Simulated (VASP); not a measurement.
# Sb (Fd-3m) in VASP: notebook, part 2 of 2

VASP 6.6.1.

**4. Relaxation of cell and atoms, PBE**

File INCAR:

```
ALGO = Normal
EDIFF = 1E-7
EDIFFG = -0.04
ENCUT = 600
GGA = PE
IBRION = 2
ISIF = 3
ISMEAR = 0
LASPH = True
LCHARG = False
LREAL = False
LWAVE = False
NELM = 100
NSW = 90
PREC = Accurate
SIGMA = 0.1
```

File KPOINTS:

```
k-points
0
Gamma
  4 4 4
```

File POSCAR:

```
Sb
1.0
    0.0000000000      3.2448122108      3.2448122108
    3.2448122108      0.0000000000      3.2448122108
    3.2448122108      3.2448122108      0.0000000000
Sb
2
Direct
    0.5000000000      0.5000000000      0.5000000000
    0.7500000000      0.7500000000      0.7500000000
```

Potentials or basis: VASP PAW PBE potentials, release 64 (Sb).

On the command line:

```
$ cat potpaw_PBE.64/Sb/POTCAR > POTCAR
$ mpirun -np 1 vasp_std > vasp.out
```

OUTCAR:

```text
EDIFF = 1E-7
   EDIFFG = -0.04
   ENCUT = 600
   GGA = PE
   IBRION = 2
   ISIF = 3
   ISMEAR = 0
   LASPH = True
   LREAL = False
   NELM = 100
   NSW = 90
   PREC = Accurate

 ion  position               nearest neighbor table
   1  0.500  0.500  0.500-   2 2.81   2 2.81   2 2.81   2 2.81
   2  0.750  0.750  0.750-   1 2.81   1 2.81   1 2.81   1 2.81

  LATTYP: Found a face centered cubic cell.
 ALAT       =     6.4896244216

  Lattice vectors:

 A1 = (   0.0000000000,   3.2448122108,   3.2448122108)
 A2 = (   3.2448122108,   0.0000000000,   3.2448122108)
 A3 = (   3.2448122108,   3.2448122108,   0.0000000000)

Analysis of symmetry for initial positions (statically):
=====================================================================
 Subroutine PRICEL returns:
 Original cell was already a primitive cell.

 Routine SETGRP: Setting up the symmetry group for a
 face centered cubic supercell.

 Subroutine GETGRP returns: Found 48 space group operations
 (whereof 24 operations were pure point group operations)
 out of a pool of 48 trial point group operations.

The static configuration has the point symmetry T_d .
 The point group associated with its full space group is O_h .

Analysis of symmetry for dynamics (positions and initial velocities):
=====================================================================
 Subroutine PRICEL returns:
 Original cell was already a primitive cell.

 Routine SETGRP: Setting up the symmetry group for a
 face centered cubic supercell.

 Subroutine GETGRP returns: Found 48 space group operations
 (whereof 24 operations were pure point group operations)
 out of a pool of 48 trial point group operations.

The dynamic configuration has the point symmetry T_d .
 The point group associated with its full space group is O_h .

 Subroutine INISYM returns: Found 48 space group operations
 (whereof 24 operations are pure point group operations),
 and found     1 'primitive' translations

----------------------------------------------------------------------------------------

                                     Primitive cell

  volume of cell :      68.3280

  direct lattice vectors                    reciprocal lattice vectors
[... 81 lines left out ...]
   NELECT =      10.0000    total number of electrons
   NUPDOWN=      -1.0000    fix difference up-down
   EMIN   =  10.00;   EMAX   =-10.00  energy-range for DOS
   EFERMI =   0.00;   METHOD = LEGACY
   ISMEAR =     0;   SIGMA  =   0.10  broadening in eV -4-tet -1-fermi 0-gaus
   EFERMI_NEDOS =   21; number of points for ismear=-14 and -15
   IALGO  =     38    algorithm
   IMIX   =      4    mixing-type and parameters
     AMIX     =   0.40;   BMIX     =  1.00
     AMIX_MAG =   1.60;   BMIX_MAG =  1.00
  volume/ion in A,a.u.               =      34.16       230.55
  Fermi-wavevector in a.u.,A,eV,Ry     =   0.862731  1.630325 10.126875  0.744304
  Thomas-Fermi vector in A             =   1.980576
   LORBIT       =      0    0 simple, 1 ext, 2 COOP (PROOUT), +10 PAW based schemes
   GGA     = PE    functional components
   LHFCALC =     F    Hartree Fock is set to
   AEXX    =    0.0000 exact exchange contribution
   IVDW    =     0    specifies the selected vdW correction
   LEPSILON=     F    determine dielectric tensor
   LRPA    =     F    only Hartree local field effects (RPA)
 conjugate gradient relaxation of ions
 non-spin polarized calculation
 Gauss-broadening in eV      SIGMA  =   0.10
  energy-cutoff  :      600.00
  volume of cell :       68.33
 maximum number of plane-waves:      2284
 NGX is ok and might be reduce to    40
   NGX = 19   NGY = 19   NGZ = 19

--------------------------------------- Ionic step        1  -------------------------------------------

 number of electron      10.0000000 magnetization

 Free energy of the ion-electron system (eV)
  ---------------------------------------------------
  ext. energy  EPLUGINS =         0.00000000
  ---------------------------------------------------
  free energy    TOTEN  =        -7.43626926 eV

  energy without entropy =       -7.43097998  energy(sigma->0) =       -7.43362462

 E-fermi :   5.8902     XC(G=0):  -8.8249

 val. band max:        5.8901744234   @ k =   0.2500   0.2500   0.0000
 cond. band min:       6.4106737958   @ k =   0.0000   0.0000   0.0000
 fundamental gap:      0.5204993724
 Fermi energy:         5.8901744245

 k-point     1 :       0.0000    0.0000    0.0000
  band No.  band energies     occupation
      1      -6.8538      2.00000
      2       1.7647      2.00000
      3       3.8842      2.00000
      4       3.8842      2.00000
      5       3.8842      2.00000
      6       6.4107      0.00000
      7       6.4107      0.00000
      8       6.4107      0.00000
      9       9.9498      0.00000
[... 189 lines left out ...]
--------------------------------------- Ionic step        4  -------------------------------------------

 number of electron       9.9999999 magnetization

 Free energy of the ion-electron system (eV)
  ---------------------------------------------------
  ext. energy  EPLUGINS =         0.00000000
  ---------------------------------------------------
  free energy    TOTEN  =        -7.79734157 eV

  energy without entropy =       -7.79183576  energy(sigma->0) =       -7.79458866

 E-fermi :   3.7601     XC(G=0):  -7.9605

 val. band max:        3.7592212751   @ k =   0.2500   0.2500   0.0000
 cond. band min:       4.5476286855   @ k =   0.0000   0.0000   0.0000
 fundamental gap:      0.7884074104
 Fermi energy:         3.7601471053

 k-point     1 :       0.0000    0.0000    0.0000
  band No.  band energies     occupation
      1      -7.5215      2.00000
      2      -1.2775      2.00000
      3       2.2360      2.00000
      4       2.2360      2.00000
      5       2.2360      2.00000
      6       4.5476      0.00000
      7       4.5476      0.00000
      8       4.5476      0.00000
      9       7.9771      0.00000
[... 111 lines left out ...]
  FREE ENERGIE OF THE ION-ELECTRON SYSTEM (eV)
  ---------------------------------------------------
  free  energy   TOTEN  =        -7.7973415665 eV

  energy  without entropy=       -7.7918357562  energy(sigma->0) =       -7.79458866

 reached required accuracy - stopping structural energy minimisation
```

Run time: 42 s. Hardware: 1 thread of AMD EPYC 7R43 (Zen 3), shared host; peak memory 0.19 GiB.

What came out:

* Free energy: -7.7973 eV
* Relaxed volume: 41.83 Å³/atom
* Relaxed cell: a = 4.909 Å, b = 4.909 Å, c = 4.909 Å, α = 60.00°, β = 60.00°, γ = 60.00°
* Space group after relaxing (to 0.05 Å): Fd-3m (No. 227)
* Energy gained by relaxing: 180.5 meV/atom
* Ionic steps: 4
* Pressure after relaxing: 0.0 GPa
* Band gap on the k mesh: zero (band 5 reaches 4.83 eV, above the bottom of band 6 at 3.56 eV)

The path:
| step | energy change (eV) | largest force (eV/Å) | pressure (GPa) | volume (Å³) |
| --- | --- | --- | --- | --- |
| 1 | 0.0000 | 0.0000 | 9.22 | 68.33 |
| 2 | -0.3210 | 0.0000 | -2.00 | 89.67 |
| 3 | -0.3607 | 0.0000 | 0.21 | 83.09 |
| 4 | -0.3611 | 0.0000 | -0.01 | 83.66 |

Final structure:
```yaml
crystal:
  lattice:
    - [0.00000, 3.47129, 3.47129]
    - [3.47129, 0.00000, 3.47129]
    - [3.47129, 3.47129, 0.00000]
  atoms:
    - { symbol: Sb, position: [0.50000, 0.50000, 0.50000] }
    - { symbol: Sb, position: [0.75000, 0.75000, 0.75000] }
```

Caveat: the k points lie up to 0.39 Å⁻¹ apart in the final cell; the volume moved by over 15 % at a fixed basis, so the end points are rough; spin-orbit coupling is left out, which moves the levels of the heavy elements.

**5. Summary**

```csv
task,cell,k mesh,cutoff (eV),gap on the mesh (eV),pressure (GPa)
single point,"a = 4.589 Å, angles 60.0°, 2 atoms",6 × 6 × 6,520,none,11.9
single point,"a = 4.906 Å, angles 60.0°, 2 atoms",4 × 4 × 4,520,none,0.0
relaxation of cell and atoms,"relaxed from a = 4.589 Å, angles 60.0°, 2 atoms",4 × 4 × 4,600,none,0.0
```

Alike in all rows: level PBE; potentials or basis VASP PAW PBE potentials, release 64 (Sb); no spin polarisation; smearing gaussian 0.1 eV.

Caveats: some runs use coarse meshes; spin-orbit coupling is left out, which moves the levels of the heavy elements; the volume moved by over 15 % at a fixed basis, so the end points are rough (some runs).

Absolute energies hang on the potentials; compare differences alone.
